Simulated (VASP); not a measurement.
## WC: single point with PBE

The system is WC, a slab with vacuum.

```
CELL_PARAMETERS angstrom
5.79200 0.00000 0.00000
-2.89600 5.01602 0.00000
0.00000 0.00000 16.25835
ATOMIC_POSITIONS crystal
W 0.00000 0.00000 0.06151
W 0.96188 0.97628 0.24529
W 0.00000 0.50000 0.06151
W 0.96167 0.49858 0.24266
W 0.50000 0.00000 0.06151
W 0.46815 0.98182 0.24383
W 0.50000 0.50000 0.06151
W 0.48968 0.50775 0.24530
C 0.36623 0.19137 0.14506
C 0.28920 0.16629 0.30650
C 0.31620 0.66479 0.14108
C 0.33085 0.67400 0.31362
C 0.83127 0.16655 0.14839
C 0.80519 0.18517 0.30740
C 0.81677 0.66399 0.13734
C 0.79477 0.65705 0.31383
```

| Quantity | Value |
| --- | --- |
| Program | VASP 6.6.1 |
| Task | single point |
| Functional | PBE |
| Potentials or basis | VASP PAW PBE potentials, release 64 (W_sv, C) |
| Cutoff | 520 eV |
| k mesh | 2 × 2 × 1 |
| Occupations | fermi-dirac, width 0.15 eV |
| Spin | no spin polarisation |
| Dipole correction | no |
| Further INCAR settings | LREAL = Auto; ALGO = Normal; EDIFF = 1e-07; NBANDS = 86 |

The largest force is 4.412 eV/Å. The band gap on the k mesh is zero (bands 72 and 73 overlap by 0.53 eV).

Forces on the atoms (eV/Å):
```
W   -0.298  0.695  1.150
W   -0.058  2.994 -2.003
W   -0.304 -0.356  0.451
W    3.335  0.653 -1.178
W   -0.165  0.436  0.973
W   -0.522  2.419 -1.567
W   -0.938 -0.239 -0.041
W   -2.446 -2.573 -2.621
C   -1.435 -1.644 -0.753
C    0.931 -0.102  1.164
C    0.708  0.219  0.502
C   -1.710 -1.402  0.495
C   -0.192 -0.295 -1.192
C    0.781 -1.683  1.637
C    1.125  0.537  1.200
C    1.187  0.341  1.782
```

Levels at points of the mesh, in eV from the Fermi level:
```
           k point  band 69  band 70  band 71  band 72  band 73  band 74  band 75  band 76  band 77  band 78
(0.00, 0.00, 0.00)     0.15     0.17     0.24     0.34     0.57     0.98     1.52     1.53     1.84     1.91
(0.50, 0.00, 0.00)    -1.13    -0.99    -0.57    -0.49    -0.18    -0.07     1.01     1.03     1.33     1.43
(0.00, 0.50, 0.00)    -1.21    -1.00    -0.71    -0.47    -0.05     0.42     1.01     1.05     1.22     1.52
(0.50, 0.50, 0.00)    -1.09    -0.95    -0.65    -0.43    -0.19    -0.05     1.02     1.13     1.37     1.41
```

Run time: 6.5 min on 1 thread of Intel(R) Xeon(R) 6975P-C (Granite Rapids) (shared host), peak memory 0.61 GiB.

Caveat: the k points lie up to 0.63 Å⁻¹ apart, too coarse for converged energies and pressures of a metal; spin-orbit coupling is left out, which moves the levels of the heavy elements.
